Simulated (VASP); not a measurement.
# Ta3BN3 (P4mm) in VASP: relaxation of cell and atoms with PBE

Aim: the relaxation of cell and atoms of Ta3BN3 with PBE.

Program: VASP 6.6.1. These are calculated values, not measurements. Logs are shortened: lines on timing, memory, paths and dates and some standing lists are left out, and cuts for length are marked.

## Step 1: The cell of the first run

The structure is tetragonal, space group P4mm (No. 99). Conventional cell: a = 4.498 Å, b = 4.498 Å, c = 5.350 Å, α = 90.00°, β = 90.00°, γ = 90.00°. Within 2.8 Å of Ta (site symmetry 2mm) lie 3 N at 2.13 to 2.54 Å and 2 Ta at 2.61 Å. Within 2.4 Å of Ta (site symmetry 4mm) lie 1 B at 1.79 Å and 4 N at 2.38 Å. B (site symmetry 4mm) has 1 Ta at 1.79 Å and 4 N at 2.46 Å within 2.5 Å. Within 2.8 Å of N (site symmetry 2mm) lie 3 Ta at 2.13 to 2.38 Å and 2 B at 2.46 Å. N (site symmetry 4mm) has 4 Ta at 2.54 Å and 4 N at 3.04 Å and 4 B at 3.35 Å within 3.4 Å.

The cell was generated, and may not be a known phase.

## Step 2: Relaxation of cell and atoms, PBE

INCAR reads:

```
  PREC = Accurate
  ENCUT = 600
  EDIFF = 1E-6
  ISMEAR = 0
  SIGMA = 0.15
  LREAL = F
  LASPH = T
  NELM = 80
  ALGO = Normal
  ISIF = 3
  LWAVE = F
  LCHARG = F
  GGA = PE
  IBRION = 2
  NSW = 36
  EDIFFG = -0.08
```

KPOINTS reads:

```
regular mesh
0
Gamma
  3 3 2
```

POSCAR reads:

```
Ta3BN3
1.0
    4.4980143700      0.0000000000      0.0000000000
    0.0000000000      4.4980143700      0.0000000000
    0.0000000000      0.0000000000      5.3502814200
Ta B N
3 1 3
Direct
    0.5000000000      0.0000000000      0.3261469100
    0.0000000000      0.5000000000      0.3261469100
    0.0000000000      0.0000000000      0.0769174800
    0.0000000000      0.0000000000      0.7423020800
    0.5000000000      0.0000000000      0.9285469300
    0.0000000000      0.5000000000      0.9285469300
    0.5000000000      0.5000000000      0.5472737300
```

Potentials or basis: VASP PAW PBE potentials, release 64 (Ta_pv, B, N).

Run with:

```console
$ cat potpaw_PBE.64/Ta_pv/POTCAR potpaw_PBE.64/B/POTCAR potpaw_PBE.64/N/POTCAR > POTCAR
$ mpirun -np 1 vasp_std > vasp.out
```

OUTCAR:

```text
PREC = Accurate
   ENCUT = 600
   EDIFF = 1E-6
   ISMEAR = 0
   LREAL = F
   LASPH = T
   NELM = 80
   ISIF = 3
   GGA = PE
   IBRION = 2
   NSW = 36
   EDIFFG = -0.08

 ion  position               nearest neighbor table
   1  0.500  0.000  0.326-   5 2.13   7 2.54   7 2.54   3 2.61   3 2.61   2 3.18   2 3.18   2 3.18
                             2 3.18
   2  0.000  0.500  0.326-   6 2.13   7 2.54   7 2.54   3 2.61   3 2.61   1 3.18   1 3.18   1 3.18
                             1 3.18
   3  0.000  0.000  0.077-   4 1.79   5 2.38   6 2.38   6 2.38   5 2.38   2 2.61   2 2.61   1 2.61
                             1 2.61
   4  0.000  0.000  0.742-   3 1.79
   5  0.500  0.000  0.929-   1 2.13   3 2.38   3 2.38
   6  0.000  0.500  0.929-   2 2.13   3 2.38   3 2.38
   7  0.500  0.500  0.547-   1 2.54   2 2.54   1 2.54   2 2.54

  LATTYP: Found a simple tetragonal cell.
 ALAT       =     4.4980143700
 C/A-ratio  =     1.1894762844

  Lattice vectors:

 A1 = (   4.4980143700,   0.0000000000,   0.0000000000)
 A2 = (   0.0000000000,   4.4980143700,   0.0000000000)
 A3 = (   0.0000000000,   0.0000000000,   5.3502814200)

Analysis of symmetry for initial positions (statically):
=====================================================================
 Subroutine PRICEL returns:
 Original cell was already a primitive cell.

 Routine SETGRP: Setting up the symmetry group for a
 simple tetragonal supercell.

 Subroutine GETGRP returns: Found  8 space group operations
 (whereof  8 operations were pure point group operations)
 out of a pool of 16 trial point group operations.

The static configuration has the point symmetry C_4v.

Analysis of symmetry for dynamics (positions and initial velocities):
=====================================================================
 Subroutine PRICEL returns:
 Original cell was already a primitive cell.

 Routine SETGRP: Setting up the symmetry group for a
 simple tetragonal supercell.

 Subroutine GETGRP returns: Found  8 space group operations
 (whereof  8 operations were pure point group operations)
 out of a pool of 16 trial point group operations.

The dynamic configuration has the point symmetry C_4v.

 Subroutine INISYM returns: Found  8 space group operations
 (whereof  8 operations are pure point group operations),
 and found     1 'primitive' translations

----------------------------------------------------------------------------------------

                                     Primitive cell

  volume of cell :     108.2476

  direct lattice vectors                    reciprocal lattice vectors
     4.498014370  0.000000000  0.000000000     0.222320321  0.000000000  0.000000000
     0.000000000  4.498014370  0.000000000     0.000000000  0.222320321  0.000000000
     0.000000000  0.000000000  5.350281420     0.000000000  0.000000000  0.186906056

  length of vectors
     4.498014370  4.498014370  5.350281420     0.222320321  0.222320321  0.186906056

  position of ions in fractional coordinates (direct lattice)
     0.500000000  0.000000000  0.326146910
     0.000000000  0.500000000  0.326146910
     0.000000000  0.000000000  0.076917480
     0.000000000  0.000000000  0.742302080
     0.500000000  0.000000000  0.928546930
     0.000000000  0.500000000  0.928546930
     0.500000000  0.500000000  0.547273730

  ion indices of the primitive-cell ions
   primitive index   ion index
                 1           1
                 2           2
                 3           3
                 4           4
                 5           5
                 6           6
                 7           7

----------------------------------------------------------------------------------------

 KPOINTS: regular mesh

Automatic generation of k-mesh.
 Grid dimensions read from file:
 generate k-points for:    3    3    2

 Generating k-lattice:

  Cartesian coordinates                     Fractional coordinates (reciprocal lattice)
     0.074106774  0.000000000  0.000000000     0.333333333  0.000000000  0.000000000
     0.000000000  0.074106774  0.000000000     0.000000000  0.333333333  0.000000000
     0.000000000  0.000000000  0.093453028     0.000000000  0.000000000  0.500000000

  Length of vectors
     0.074106774  0.074106774  0.093453028

  Shift w.r.t. Gamma in fractional coordinates (k-lattice)
     0.000000000  0.000000000  0.000000000

 Subroutine IBZKPT returns following result:
 ===========================================

 Found      6 irreducible k-points:

 Following reciprocal coordinates:
            Coordinates               Weight
  0.000000  0.000000  0.000000      1.000000
  0.333333  0.000000  0.000000      4.000000
  0.333333  0.333333  0.000000      4.000000
  0.000000  0.000000  0.500000      1.000000
  0.333333  0.000000  0.500000      4.000000
  0.333333  0.333333  0.500000      4.000000
   k-points           NKPTS =      6   k-points in BZ     NKDIM =      6   number of bands    NBANDS=     30
   number of dos      NEDOS =    301   number of ions     NIONS =      7
   total plane-waves  NPLWV =  62208
   dimension x,y,z NGX =    36 NGY =   36 NGZ =   48
   dimension x,y,z NGXF=    72 NGYF=   72 NGZF=   96
   ions per type =               3   1   3
   NGX,Y,Z   is equivalent  to a cutoff of  13.31, 13.31, 14.91 a.u.
   NGXF,Y,Z  is equivalent  to a cutoff of  26.61, 26.61, 29.83 a.u.
 SYSTEM =  unknown system
   PREC   = accura    normal or accurate (medium, high low for compatibility)
   ISTART =      0    job   : 0-new  1-cont  2-samecut
   ICHARG =      2    charge: 1-file 2-atom 10-const
   ISPIN  =      1    spin polarized calculation?
   LNONCOLLINEAR =      F non collinear calculations
   LSORBIT =      F    spin-orbit coupling
   LASPH  =      T    aspherical Exc in radial PAW
   ENCUT  =  600.0 eV  44.10 Ry    6.64 a.u.   8.98  8.98 10.69*2*pi/ulx,y,z
   NELM   =     80;   NELMIN=  2; NELMDL= -5     # of ELM steps
   EDIFF  = 0.1E-05   stopping-criterion for ELM
   LREAL  =      F    real-space projection
   EDIFFG = -.8E-01   stopping-criterion for IOM
   NSW    =     36    number of steps for IOM
   IBRION =      2    ionic relax: 0-MD 1-quasi-New 2-CG
   NFREE  =      1    steps in history (QN), initial steepest desc. (CG)
   ISIF   =      3    stress and relaxation
   ISYM   =      2    0-nonsym 1-usesym 2-fastsym
   POTIM  = 0.5000    time-step for ionic-motion
   TEBEG  =    0.0;   TEEND  =   0.0 temperature during run
   PSTRESS=    0.0 pullay stress
   NELECT =      51.0000    total number of electrons
   NUPDOWN=      -1.0000    fix difference up-down
   EMIN   =  10.00;   EMAX   =-10.00  energy-range for DOS
   EFERMI =   0.00;   METHOD = LEGACY
   ISMEAR =     0;   SIGMA  =   0.15  broadening in eV -4-tet -1-fermi 0-gaus
   EFERMI_NEDOS =   21; number of points for ismear=-14 and -15
   IALGO  =     38    algorithm
   IMIX   =      4    mixing-type and parameters
     AMIX     =   0.40;   BMIX     =  1.00
     AMIX_MAG =   1.60;   BMIX_MAG =  1.00
  volume/ion in A,a.u.               =      15.46       104.36
  Fermi-wavevector in a.u.,A,eV,Ry     =   1.273871  2.407267 22.078818  1.622747
  Thomas-Fermi vector in A             =   2.406670
   LORBIT       =      0    0 simple, 1 ext, 2 COOP (PROOUT), +10 PAW based schemes
   GGA     = PE    functional components
   LHFCALC =     F    Hartree Fock is set to
   AEXX    =    0.0000 exact exchange contribution
   IVDW    =     0    specifies the selected vdW correction
   LEPSILON=     F    determine dielectric tensor
   LRPA    =     F    only Hartree local field effects (RPA)
 conjugate gradient relaxation of ions
 non-spin polarized calculation
 Gauss-broadening in eV      SIGMA  =   0.15
  energy-cutoff  :      600.00
  volume of cell :      108.25
 maximum number of plane-waves:      3626
 NGX is ok and might be reduce to    36
   NGX = 17   NGY = 17   NGZ = 21

--------------------------------------- Ionic step        1  -------------------------------------------

 number of electron      50.9999994 magnetization

 Free energy of the ion-electron system (eV)
  ---------------------------------------------------
  ext. energy  EPLUGINS =         0.00000000
  ---------------------------------------------------
  free energy    TOTEN  =       -57.12204551 eV

  energy without entropy =      -57.07829487  energy(sigma->0) =      -57.10017019

------------------------ aborting loop because EDIFF is reached ----------------------------------------

  FORCE on cell =-STRESS in cart. coord.  units (eV):
  Direction    XX          YY          ZZ          XY          YZ          ZX
  --------------------------------------------------------------------------------------
  -------------------------------------------------------------------------------------
  Total       -6.3373307     -6.3373307     -2.8175886      0.0000000      0.0000000      0.0000000
  in kB      -93.7990951    -93.7990951    -41.7032462      0.0000000      0.0000000      0.0000000
  external PRESSURE =     -76.4338121 kB  Pullay stress =       0.0000000 kB
[... 104 lines left out ...]
  FREE ENERGIE OF THE ION-ELECTRON SYSTEM (eV)
  ---------------------------------------------------
  free  energy   TOTEN  =       -65.4313295900 eV

  energy  without entropy=      -65.4163263325  energy(sigma->0) =      -65.42382796

[... ionic steps 4 to 28 ...]

--------------------------------------- Ionic step       29  -------------------------------------------

 number of electron      51.0000001 magnetization

------------------------ aborting loop because EDIFF is reached ----------------------------------------

  FORCE on cell =-STRESS in cart. coord.  units (eV):
  Direction    XX          YY          ZZ          XY          YZ          ZX
  --------------------------------------------------------------------------------------
  -------------------------------------------------------------------------------------
  Total       -0.1097018     -0.1097018      1.3102227      0.0000000      0.0000000      0.0000000
  in kB       -2.1334656     -2.1334656     25.4810316      0.0000000      0.0000000      0.0000000
  external PRESSURE =       7.0713668 kB  Pullay stress =       0.0000000 kB
[... 67 lines left out ...]
  energy  without entropy=      -72.7926769497  energy(sigma->0) =      -72.79716851

--------------------------------------- Ionic step       31  -------------------------------------------

 number of electron      51.0000000 magnetization

 Free energy of the ion-electron system (eV)
  ---------------------------------------------------
  ext. energy  EPLUGINS =         0.00000000
  ---------------------------------------------------
  free energy    TOTEN  =       -72.80170137 eV

  energy without entropy =      -72.79280225  energy(sigma->0) =      -72.79725181

 E-fermi :   6.1477     XC(G=0): -12.2235

 val. band max:        5.9649937164   @ k =   0.3333   0.3333   0.0000
 cond. band min:       6.3424429188   @ k =   0.3333   0.0000   0.5000
 fundamental gap:      0.3774492024
 Fermi energy:         6.1476998172

 k-point     1 :       0.0000    0.0000    0.0000
  band No.  band energies     occupation
      1     -29.5618      2.00000
      2     -29.5618      2.00000
      3     -29.5346      2.00000
      4     -29.1915      2.00000
      5     -29.1915      2.00000
      6     -29.1618      2.00000
[... 221 lines left out ...]
  FREE ENERGIE OF THE ION-ELECTRON SYSTEM (eV)
  ---------------------------------------------------
  free  energy   TOTEN  =       -72.8017013731 eV

  energy  without entropy=      -72.7928022507  energy(sigma->0) =      -72.79725181

 reached required accuracy - stopping structural energy minimisation
```

Wall time 21 min (1 thread of Intel Xeon 8259CL, shared host); peak memory 0.27 GiB.

Results:

- Free energy: -72.8017 eV
- Relaxed volume: 11.79 Å³/atom
- Relaxed cell: a = 4.362 Å, b = 4.362 Å, c = 4.340 Å, α = 90.00°, β = 90.00°, γ = 90.00°
- Space group after relaxing (to 0.1 Å): Pm-3m (No. 221)
- Energy gained by relaxing: 2240.0 meV/atom
- Ionic steps: 31
- Pressure after relaxing: 0.0 GPa
- Largest force after relaxing: 0.062 eV/Å
- Band gap on the k mesh: zero (an odd number of electrons rules out a gap without spin polarisation)

Forces on the atoms (eV/Å):
```
Ta   0.000  0.000  0.022
Ta   0.000  0.000  0.022
Ta   0.000  0.000 -0.004
B    0.000  0.000  0.062
N    0.000  0.000 -0.057
N    0.000  0.000 -0.057
N    0.000  0.000  0.012
```

Step by step:
| step | energy change (eV) | largest force (eV/Å) | pressure (GPa) | volume (Å³) |
| --- | --- | --- | --- | --- |
| 1 | 0.0000 | 10.5931 | -7.64 | 108.25 |
| 2 | -6.3651 | 8.8230 | 0.97 | 97.08 |
| 3 | -8.3093 | 11.8241 | 29.99 | 89.42 |
| 4 | -11.6056 | 7.4790 | 19.24 | 91.44 |
| 5 | -13.2625 | 2.9192 | 8.86 | 93.96 |
| 6 | -13.2772 | 2.6134 | 8.00 | 94.21 |
| 7 | -13.5627 | 2.2644 | 0.95 | 96.06 |
| 8 | -13.6824 | 1.8339 | -7.06 | 98.59 |
| 9 | -13.8745 | 2.1552 | -6.23 | 97.10 |
| 10 | -14.4338 | 2.3683 | -2.47 | 92.65 |
| 11 | -14.0970 | 6.0652 | 16.58 | 83.84 |
| 12 | -14.5833 | 3.5856 | 2.29 | 89.74 |
| 13 | -14.5962 | 4.1679 | 4.84 | 88.34 |
| 14 | -14.6769 | 3.9478 | 4.62 | 87.90 |
| 15 | -14.8492 | 3.3493 | 4.48 | 86.56 |
| 16 | -14.8262 | 4.5683 | 6.84 | 83.90 |
| 17 | -14.9031 | 2.9142 | 5.16 | 85.39 |
| 18 | -15.0326 | 2.3720 | 2.97 | 85.70 |
| 19 | -15.2531 | 1.2102 | -2.71 | 86.64 |
| 20 | -15.2814 | 0.8072 | -4.88 | 87.06 |
| 21 | -15.2827 | 0.7112 | -5.38 | 87.16 |
| 22 | -15.3317 | 0.4952 | -4.39 | 86.65 |
| 23 | -15.4430 | 0.6306 | -1.09 | 85.12 |
| 24 | -15.4622 | 2.2484 | 7.17 | 82.09 |
| 25 | -15.4919 | 1.2260 | 3.02 | 83.51 |
| 26 | -15.5564 | 1.0384 | 1.49 | 83.52 |
| 27 | -15.6248 | 0.4852 | -1.54 | 83.52 |
| 28 | -15.6600 | 0.2619 | -0.71 | 82.97 |
| 29 | -15.6704 | 0.6253 | 0.71 | 82.38 |
| 30 | -15.6796 | 0.0901 | -0.06 | 82.57 |
| 31 | -15.6797 | 0.0618 | -0.02 | 82.56 |

Final structure:
```
Ta B N
1.0
     4.36164    0.00000    0.00000
     0.00000    4.36164    0.00000
     0.00000    0.00000    4.33962
Ta B N
3 1 3
Direct
  0.50000 0.00000 0.47883
  0.00000 0.50000 0.47883
  0.00000 0.00000 0.98198
  0.00000 0.00000 0.48124
  0.50000 0.00000 0.98521
  0.00000 0.50000 0.98521
  0.50000 0.50000 0.48457
```

Caveat: the k points lie up to 0.72 Å⁻¹ apart in the final cell, too coarse for converged energies and pressures of a metal; the volume moved by over 15 % at a fixed basis, so the end points are rough; spin-orbit coupling is left out, which moves the levels of the heavy elements; an odd number of electrons without spin polarisation forces a metal; a magnetic or distorted state may lie lower; the relaxation stopped at a loose force limit of 0.08 eV/Å, so its end isn't a converged minimum.

The gap in the log of VASP goes by the Fermi energy; the results here count the filled bands.